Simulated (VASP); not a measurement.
# NaCl in VASP: settings compared, part 2 of 2

VASP 6.6.1.

### Step 3. Single point, PBE

This run uses another cell than the first one, of 23.10 Å³/atom, 1.017 times its volume.

The input, INCAR:

```
PREC = Accurate
ENCUT = 520
EDIFF = 1E-7
ISMEAR = 0
SIGMA = 0.01
LREAL = False
LASPH = True
NELM = 100
ALGO = Normal
ISIF = 2
LWAVE = False
LCHARG = False
GGA = PE
NBANDS = 14
```

The input, KPOINTS:

```
regular mesh
0
Gamma
  8 8 8
```

The input, POSCAR:

```
NaCl
1.0
    0.0000000000      2.8477874001      2.8477874001
    2.8477874001      0.0000000000      2.8477874001
    2.8477874001      2.8477874001      0.0000000000
Na Cl
1 1
Direct
    0.0000000000      0.0000000000      0.0000000000
    0.5000000000      0.5000000000      0.5000000000
```

Potentials or basis: VASP PAW PBE potentials, release 64 (Na_pv, Cl).

Run with:

```bash
cat potpaw_PBE.64/Na_pv/POTCAR potpaw_PBE.64/Cl/POTCAR > POTCAR
mpirun -np 1 vasp_std > vasp.out
```

OUTCAR:

```text
PREC = Accurate
   ENCUT = 520
   EDIFF = 1E-7
   ISMEAR = 0
   LREAL = False
   LASPH = True
   NELM = 100
   ISIF = 2
   GGA = PE

 ion  position               nearest neighbor table
   1  0.000  0.000  0.000-
   2  0.500  0.500  0.500-

  LATTYP: Found a face centered cubic cell.
 ALAT       =     5.6955748002

  Lattice vectors:

 A1 = (   0.0000000000,   2.8477874001,   2.8477874001)
 A2 = (   2.8477874001,   0.0000000000,   2.8477874001)
 A3 = (   2.8477874001,   2.8477874001,   0.0000000000)

Analysis of symmetry for initial positions (statically):
=====================================================================
 Subroutine PRICEL returns:
 Original cell was already a primitive cell.

 Routine SETGRP: Setting up the symmetry group for a
 face centered cubic supercell.

 Subroutine GETGRP returns: Found 48 space group operations
 (whereof 48 operations were pure point group operations)
 out of a pool of 48 trial point group operations.

The static configuration has the point symmetry O_h .

Analysis of symmetry for dynamics (positions and initial velocities):
=====================================================================
 Subroutine PRICEL returns:
 Original cell was already a primitive cell.

 Routine SETGRP: Setting up the symmetry group for a
 face centered cubic supercell.

 Subroutine GETGRP returns: Found 48 space group operations
 (whereof 48 operations were pure point group operations)
 out of a pool of 48 trial point group operations.

The dynamic configuration has the point symmetry O_h .

 Subroutine INISYM returns: Found 48 space group operations
 (whereof 48 operations are pure point group operations),
 and found     1 'primitive' translations

----------------------------------------------------------------------------------------

                                     Primitive cell

  volume of cell :      46.1905

  direct lattice vectors                    reciprocal lattice vectors
     0.000000000  2.847787400  2.847787400    -0.175574904  0.175574904  0.175574904
     2.847787400  0.000000000  2.847787400     0.175574904 -0.175574904  0.175574904
     2.847787400  2.847787400  0.000000000     0.175574904  0.175574904 -0.175574904

  length of vectors
     4.027379564  4.027379564  4.027379564     0.304104655  0.304104655  0.304104655

  position of ions in fractional coordinates (direct lattice)
     0.000000000  0.000000000  0.000000000
     0.500000000  0.500000000  0.500000000

  ion indices of the primitive-cell ions
   primitive index   ion index
                 1           1
                 2           2

----------------------------------------------------------------------------------------

 KPOINTS: regular mesh

Automatic generation of k-mesh.
 Grid dimensions read from file:
 generate k-points for:    8    8    8

 Generating k-lattice:

  Cartesian coordinates                     Fractional coordinates (reciprocal lattice)
    -0.021946863  0.021946863  0.021946863     0.125000000  0.000000000  0.000000000
     0.021946863 -0.021946863  0.021946863     0.000000000  0.125000000  0.000000000
     0.021946863  0.021946863 -0.021946863     0.000000000  0.000000000  0.125000000

  Length of vectors
     0.038013082  0.038013082  0.038013082

  Shift w.r.t. Gamma in fractional coordinates (k-lattice)
     0.000000000  0.000000000  0.000000000

 Subroutine IBZKPT returns following result:
 ===========================================

 Found     29 irreducible k-points:

 Following reciprocal coordinates:
            Coordinates               Weight
  0.000000  0.000000  0.000000      1.000000
  0.125000  0.000000  0.000000      8.000000
  0.250000  0.000000  0.000000      8.000000
  0.375000  0.000000  0.000000      8.000000
  0.500000  0.000000  0.000000      4.000000
  0.125000  0.125000  0.000000      6.000000
[... 16 lines left out ...]
  0.500000  0.250000  0.125000     48.000000
 -0.375000  0.250000  0.125000     24.000000
 [... further k-points ...]
   k-points           NKPTS =     29   k-points in BZ     NKDIM =     29   number of bands    NBANDS=     14
   number of dos      NEDOS =    301   number of ions     NIONS =      2
   total plane-waves  NPLWV =  27000
   dimension x,y,z NGX =    30 NGY =   30 NGZ =   30
   dimension x,y,z NGXF=    60 NGYF=   60 NGZF=   60
   ions per type =               1   1
   NGX,Y,Z   is equivalent  to a cutoff of  12.38, 12.38, 12.38 a.u.
   NGXF,Y,Z  is equivalent  to a cutoff of  24.77, 24.77, 24.77 a.u.
 SYSTEM =  unknown system
   PREC   = accura    normal or accurate (medium, high low for compatibility)
   ISTART =      0    job   : 0-new  1-cont  2-samecut
   ICHARG =      2    charge: 1-file 2-atom 10-const
   ISPIN  =      1    spin polarized calculation?
   LNONCOLLINEAR =      F non collinear calculations
   LSORBIT =      F    spin-orbit coupling
   LASPH  =      T    aspherical Exc in radial PAW
   ENCUT  =  520.0 eV  38.22 Ry    6.18 a.u.   7.49  7.49  7.49*2*pi/ulx,y,z
   NELM   =    100;   NELMIN=  2; NELMDL= -5     # of ELM steps
   EDIFF  = 0.1E-06   stopping-criterion for ELM
   LREAL  =      F    real-space projection
   EDIFFG = 0.1E-05   stopping-criterion for IOM
   NSW    =      0    number of steps for IOM
   IBRION =     -1    ionic relax: 0-MD 1-quasi-New 2-CG
   NFREE  =      0    steps in history (QN), initial steepest desc. (CG)
   ISIF   =      2    stress and relaxation
   ISYM   =      2    0-nonsym 1-usesym 2-fastsym
   POTIM  = 0.5000    time-step for ionic-motion
   TEBEG  =    0.0;   TEEND  =   0.0 temperature during run
   PSTRESS=    0.0 pullay stress
   NELECT =      14.0000    total number of electrons
   NUPDOWN=      -1.0000    fix difference up-down
   EMIN   =  10.00;   EMAX   =-10.00  energy-range for DOS
   EFERMI =   0.00;   METHOD = LEGACY
   ISMEAR =     0;   SIGMA  =   0.01  broadening in eV -4-tet -1-fermi 0-gaus
   EFERMI_NEDOS =   21; number of points for ismear=-14 and -15
   IALGO  =     38    algorithm
   IMIX   =      4    mixing-type and parameters
     AMIX     =   0.40;   BMIX     =  1.00
     AMIX_MAG =   1.60;   BMIX_MAG =  1.00
  volume/ion in A,a.u.               =      23.10       155.85
  Fermi-wavevector in a.u.,A,eV,Ry     =   1.099681  2.078095 16.453494  1.209298
  Thomas-Fermi vector in A             =   2.236079
   LORBIT       =      0    0 simple, 1 ext, 2 COOP (PROOUT), +10 PAW based schemes
   GGA     = PE    functional components
   LHFCALC =     F    Hartree Fock is set to
   AEXX    =    0.0000 exact exchange contribution
   IVDW    =     0    specifies the selected vdW correction
   LEPSILON=     F    determine dielectric tensor
   LRPA    =     F    only Hartree local field effects (RPA)
 non-spin polarized calculation
 Gauss-broadening in eV      SIGMA  =   0.01
  energy-cutoff  :      520.00
  volume of cell :       46.19
 maximum number of plane-waves:      1265
 NGX is ok and might be reduce to    30
   NGX = 15   NGY = 15   NGZ = 15

 number of electron      13.9999992 magnetization

 Free energy of the ion-electron system (eV)
  ---------------------------------------------------
  ext. energy  EPLUGINS =         0.00000000
  ---------------------------------------------------
  free energy    TOTEN  =        -6.77789269 eV

  energy without entropy =       -6.77789269  energy(sigma->0) =       -6.77789269

 E-fermi :  -0.8293     XC(G=0):  -8.0411

 val. band max:       -0.8981206342   @ k =   0.0000   0.0000   0.0000
 cond. band min:       4.0981154826   @ k =   0.0000   0.0000   0.0000
 fundamental gap:      4.9962361167
 Fermi energy:        -0.8293126573

 k-point     1 :       0.0000    0.0000    0.0000
  band No.  band energies     occupation
      1     -21.7748      2.00000
      2     -21.7747      2.00000
      3     -21.7747      2.00000
      4     -13.4925      2.00000
      5      -0.8981      2.00000
      6      -0.8981      2.00000
      7      -0.8981      2.00000
      8       4.0981      0.00000
      9      10.1905      0.00000
     10      10.1905      0.00000
     11      10.1905      0.00000
     12      12.3133      0.00000
     13      12.3133      0.00000
     14      13.8720      0.00000
[... 375 lines left out ...]
 k-point    24 :      -0.3750    0.2500    0.1250
  band No.  band energies     occupation
      1     -21.7951      2.00000
      2     -21.7819      2.00000
      3     -21.7786      2.00000
      4     -13.1545      2.00000
      5      -2.4716      2.00000
      6      -1.6205      2.00000
      7      -1.2868      2.00000
      8       7.3560      0.00000
      9       8.5097      0.00000
     10       9.2485      0.00000
     11      10.7247      0.00000
     12      13.2996      0.00000
     13      14.5206      0.00000
     14      15.5723      0.00000

 [... further k-points ...]
[... 5 lines left out ...]
  --------------------------------------------------------------------------------------
  -------------------------------------------------------------------------------------
  Total       -0.0080207     -0.0080207     -0.0080207      0.0000000     -0.0000000      0.0000000
  in kB       -0.2782070     -0.2782070     -0.2782070      0.0000000     -0.0000000      0.0000000
  external PRESSURE =      -0.2782070 kB  Pullay stress =       0.0000000 kB

 VOLUME and BASIS-vectors are now :
 -----------------------------------------------------------------------------
  energy-cutoff  :      520.00
  volume of cell :       46.19
      direct lattice vectors                 reciprocal lattice vectors
     0.000000000  2.847787400  2.847787400    -0.175574904  0.175574904  0.175574904
     2.847787400  0.000000000  2.847787400     0.175574904 -0.175574904  0.175574904
     2.847787400  2.847787400  0.000000000     0.175574904  0.175574904 -0.175574904

 POSITION                                       TOTAL-FORCE (eV/Angst)
 -----------------------------------------------------------------------------------
      0.00000      0.00000      0.00000        -0.000000     -0.000000     -0.000000
      2.84779      2.84779      2.84779         0.000000      0.000000      0.000000
 -----------------------------------------------------------------------------------
    total drift:                               -0.000000      0.000000      0.000000

  FREE ENERGIE OF THE ION-ELECTRON SYSTEM (eV)
  ---------------------------------------------------
  free  energy   TOTEN  =        -6.7778926873 eV

  energy  without entropy=       -6.7778926873  energy(sigma->0) =       -6.77789269
```

stdout:

```text
POSCAR found type information on POSCAR NaCl
 POSCAR found :  2 types and       2 ions
 scaLAPACK will be used
 LDA part: xc-table for (Slater+PW92), standard interpolation
 POSCAR, INCAR and KPOINTS ok, starting setup
 FFT: planning ... GRIDC
 FFT: planning ... GRID_SOFT
 FFT: planning ... GRID
 WAVECAR not read
 entering main loop
```

Run time: 16 s. Hardware: 1 thread of AMD EPYC 7R13 (Zen 3), shared host; peak memory 0.13 GiB.

Results:

```yaml
Free_energy: -6.7779 eV
Pressure: 0.0 GPa
Band_gap_on_the_k_mesh: 5.00 eV, direct
```

A k mesh can miss the band edges. PBE gaps usually lie below the measured ones, often by a third to a half.

### Step 4. Relaxation of cell and atoms, PBE

This run uses another cell than the first one, of 23.10 Å³/atom, 1.017 times its volume.

The input, INCAR:

```
  PREC = Accurate
  ENCUT = 600
  EDIFF = 1E-7
  ISMEAR = 0
  SIGMA = 0.01
  LREAL = F
  LASPH = T
  NELM = 80
  ALGO = Normal
  ISIF = 3
  LWAVE = F
  LCHARG = F
  GGA = PE
  IBRION = 2
  NSW = 80
  EDIFFG = -0.001
```

The input, KPOINTS:

```
Automatic mesh
0
Gamma
  8 8 8
```

POSCAR is that of step 3.

Potentials or basis: VASP PAW PBE potentials, release 64 (Na_pv, Cl).

Run with:

```bash
cat potpaw_PBE.64/Na_pv/POTCAR potpaw_PBE.64/Cl/POTCAR > POTCAR
mpirun -np 1 vasp_std > vasp.out
```

OUTCAR:

```text
PREC = Accurate
   ENCUT = 600
   EDIFF = 1E-7
   ISMEAR = 0
   LREAL = F
   LASPH = T
   NELM = 80
   ISIF = 3
   GGA = PE
   IBRION = 2
   NSW = 80
   EDIFFG = -0.001

 ion  position               nearest neighbor table
   1  0.000  0.000  0.000-
   2  0.500  0.500  0.500-

  LATTYP: Found a face centered cubic cell.
 ALAT       =     5.6955748002

  Lattice vectors:

 A1 = (   0.0000000000,   2.8477874001,   2.8477874001)
 A2 = (   2.8477874001,   0.0000000000,   2.8477874001)
 A3 = (   2.8477874001,   2.8477874001,   0.0000000000)

Analysis of symmetry for initial positions (statically):
=====================================================================
 Subroutine PRICEL returns:
 Original cell was already a primitive cell.

 Routine SETGRP: Setting up the symmetry group for a
 face centered cubic supercell.

 Subroutine GETGRP returns: Found 48 space group operations
 (whereof 48 operations were pure point group operations)
 out of a pool of 48 trial point group operations.

The static configuration has the point symmetry O_h .

Analysis of symmetry for dynamics (positions and initial velocities):
[... 213 lines left out ...]
 k-point     1 :       0.0000    0.0000    0.0000
  band No.  band energies     occupation
      1     -21.7762      2.00000
      2     -21.7762      2.00000
      3     -21.7762      2.00000
      4     -13.4928      2.00000
      5      -0.8993      2.00000
      6      -0.8993      2.00000
      7      -0.8993      2.00000
      8       4.0964      0.00000
      9      10.1891      0.00000
     10      10.1891      0.00000
     11      10.1891      0.00000
[... 309 lines left out ...]
 k-point    24 :      -0.3750    0.2500    0.1250
  band No.  band energies     occupation
      1     -21.7965      2.00000
      2     -21.7833      2.00000
      3     -21.7800      2.00000
      4     -13.1549      2.00000
      5      -2.4724      2.00000
      6      -1.6214      2.00000
      7      -1.2879      2.00000
      8       7.3542      0.00000
      9       8.5079      0.00000
     10       9.2464      0.00000
     11      10.7229      0.00000

 [... further k-points ...]
[... 5 lines left out ...]
  --------------------------------------------------------------------------------------
  -------------------------------------------------------------------------------------
  Total        0.0010122      0.0010122      0.0010122      0.0000000      0.0000000     -0.0000000
  in kB        0.0351018      0.0351018      0.0351018      0.0000000      0.0000000     -0.0000000
  external PRESSURE =       0.0351018 kB  Pullay stress =       0.0000000 kB

 VOLUME and BASIS-vectors are now :
 -----------------------------------------------------------------------------
  energy-cutoff  :      600.00
  volume of cell :       46.20
      direct lattice vectors                 reciprocal lattice vectors
     0.000000000  2.847951190  2.847951190    -0.175564807  0.175564807  0.175564807
     2.847951190  0.000000000  2.847951190     0.175564807 -0.175564807  0.175564807
     2.847951190  2.847951190 -0.000000000     0.175564807  0.175564807 -0.175564807

 POSITION                                       TOTAL-FORCE (eV/Angst)
 -----------------------------------------------------------------------------------
      0.00000      2.84795      2.84795        -0.000000     -0.000000     -0.000000
      2.84795      2.84795      2.84795         0.000000      0.000000      0.000000
 -----------------------------------------------------------------------------------
    total drift:                               -0.000000     -0.000000      0.000000

  FREE ENERGIE OF THE ION-ELECTRON SYSTEM (eV)
  ---------------------------------------------------
  free  energy   TOTEN  =        -6.7781987769 eV

  energy  without entropy=       -6.7781987769  energy(sigma->0) =       -6.77819878

 reached required accuracy - stopping structural energy minimisation
```

OSZICAR:

```text
N       E                     dE             d eps       ncg     rms          rms(c)
DAV:   1     0.103578481068E+03    0.10358E+03   -0.78379E+03   638   0.139E+03
DAV:   2     0.278371501472E+01   -0.10079E+03   -0.92597E+02   760   0.293E+02
DAV:   3    -0.675571004382E+01   -0.95394E+01   -0.94767E+01   778   0.880E+01
[... 14 lines left out ...]
DAV:   1    -0.677820140932E+01   -0.29157E-05   -0.58823E-05   725   0.119E-01    0.106E-02
DAV:   2    -0.677819935762E+01    0.20517E-05   -0.36890E-06   719   0.208E-02    0.423E-03
DAV:   3    -0.677819899361E+01    0.36401E-06   -0.86638E-07   722   0.107E-02    0.203E-03
DAV:   4    -0.677819878090E+01    0.21271E-06   -0.19547E-08   325   0.202E-03    0.145E-04
DAV:   5    -0.677819877685E+01    0.40454E-08   -0.43696E-09   319   0.117E-03
   2 F= -.67781988E+01 E0= -.67781988E+01  d E =-.280547E-06
```

CONTCAR:

```text
NaCl
   1.00000000000000
     0.0000000000000000    2.8479511895900029    2.8479511895900029
     2.8479511895900029    0.0000000000000000    2.8479511895900029
     2.8479511895900029    2.8479511895900029   -0.0000000000000000
  Na              Cl
     1     1
Direct
     1.0000000000000000    0.0000000000000000    0.0000000000000000
     0.5000000000000000    0.5000000000000000    0.5000000000000000

  0.00000000E+00  0.00000000E+00  0.00000000E+00
  0.00000000E+00  0.00000000E+00  0.00000000E+00
```

It took 18 s on 1 thread of AMD EPYC 7R13 (Zen 3), shared host; peak memory 0.15 GiB.

What came out:

- Free energy: -6.7782 eV
- Relaxed volume: 23.10 Å³/atom
- Relaxed cell: a = 4.028 Å, b = 4.028 Å, c = 4.028 Å, α = 60.00°, β = 60.00°, γ = 60.00°
- Space group after relaxing (to 0.05 Å): Fm-3m (No. 225)
- Energy gained by relaxing: 0.0 meV/atom
- Ionic steps: 2
- Pressure after relaxing: 0.0 GPa
- Band gap on the k mesh: 5.00 eV, direct

Final structure:
```
Na Cl
1.0
     0.00000    2.84795    2.84795
     2.84795    0.00000    2.84795
     2.84795    2.84795    0.00000
Na Cl
1 1
Direct
  0.00000 0.00000 0.00000
  0.50000 0.50000 0.50000
```

Levels at points of the mesh, in eV from the valence-band top:
```tsv
k point	band 3	band 4	band 5	band 6	band 7	band 8	band 9	band 10	band 11
(0.00, 0.00, 0.00)	-20.88	-12.59	0.00	0.00	0.00	5.00	11.09	11.09	11.09
(0.50, 0.00, 0.00)	-20.88	-12.29	-1.84	-0.25	-0.25	7.22	10.38	10.90	10.90
(0.50, 0.50, 0.00)	-20.88	-12.24	-1.58	-0.57	-0.57	7.45	8.10	11.11	14.51
```

A k mesh can miss the band edges.

### Step 5. Single point, LDA (functional LDA, strained)

The input, INCAR:

```
SYSTEM = NaCl
PREC     = Accurate       ! precision mode
ENCUT    = 500            ! plane-wave cutoff, eV
EDIFF    = 1E-6           ! SCF threshold, eV
ISMEAR   = 0              ! smearing method
SIGMA    = 0.02           ! smearing width, eV
LREAL    = .FALSE.        ! projectors in reciprocal space
LASPH    = .TRUE.         ! aspherical terms in the spheres
NELM     = 120            ! most SCF steps
ALGO     = Normal         ! electronic algorithm
ISIF     = 2              ! what is computed and relaxed
LWAVE    = .FALSE.        ! write WAVECAR
LCHARG   = .TRUE.         ! write CHGCAR
LELF     = .TRUE.         ! ELF
LVHAR    = .TRUE.       
NBANDS   = 14             ! bands
GGA_COMPAT= .FALSE.
```

The input, KPOINTS:

```
Automatic mesh
0
G
  8 8 8
  0 0 0
```

The input, POSCAR:

```
NaCl
1.0
    0.0000000000      2.7678090850      2.7678090850
    2.7678090850      0.0000000000      2.7678090850
    2.7678090850      2.7678090850      0.0000000000
Na Cl
1 1
Direct
    0.0000000000      0.0000000000      0.0000000000
    0.5000000000      0.5000000000      0.5000000000
```

Potentials or basis: VASP PAW LDA potentials, release 64 (Na_pv, Cl).

Run with:

```bash
cat potpaw_LDA.64/Na_pv/POTCAR potpaw_LDA.64/Cl/POTCAR > POTCAR
mpirun -np 1 vasp_std > vasp.out
```

Wall time 36 s (1 thread of AMD EPYC 7R13, shared host); peak memory 0.12 GiB.

The run converged. Its results:

```
Free energy            : -7.3835 eV
Pressure               : -1.1 GPa
Band gap on the k mesh : 4.92 eV, direct
```

Levels at points of the mesh, in eV from the valence-band top:
```csv
k point,band 4,band 5,band 6,band 7,band 8,band 9,band 10,band 11
"(0.00, 0.00, 0.00)",-12.72,0.00,0.00,0.00,4.92,10.90,10.90,10.90
"(0.50, 0.00, 0.00)",-12.30,-2.20,-0.31,-0.31,6.99,10.72,10.81,10.81
"(0.50, 0.50, 0.00)",-12.25,-1.90,-0.68,-0.68,7.33,7.68,11.33,14.83
```

Caveat: the cell differs from its parent crystal (functional LDA, strained).

### Step 6. Overview

```csv
task,level,potentials or basis,cell,cutoff (eV),smearing,gap on the mesh (eV),pressure (GPa)
single point,PBE,"VASP PAW PBE potentials, release 64 (Na_pv, Cl)","a = 4.005 Å, angles 60.0°, 2 atoms",520,gaussian 0.02 eV,5.06,0.5
single point,PBE,"VASP PAW PBE potentials, release 64 (Na_pv, Cl)","a = 4.027 Å, angles 60.0°, 2 atoms",520,gaussian 0.01 eV,5.00,0.0
relaxation of cell and atoms,PBE,"VASP PAW PBE potentials, release 64 (Na_pv, Cl)","relaxed from a = 4.027 Å, angles 60.0°, 2 atoms",600,gaussian 0.01 eV,5.00,0.0
single point,LDA,"VASP PAW LDA potentials, release 64 (Na_pv, Cl)","a = 3.914 Å, angles 60.0°, 2 atoms",500,gaussian 0.02 eV,4.92,-1.1
```

Alike in all rows: no spin polarisation; k mesh 8 × 8 × 8.

Absolute energies hang on the potentials; compare differences alone.
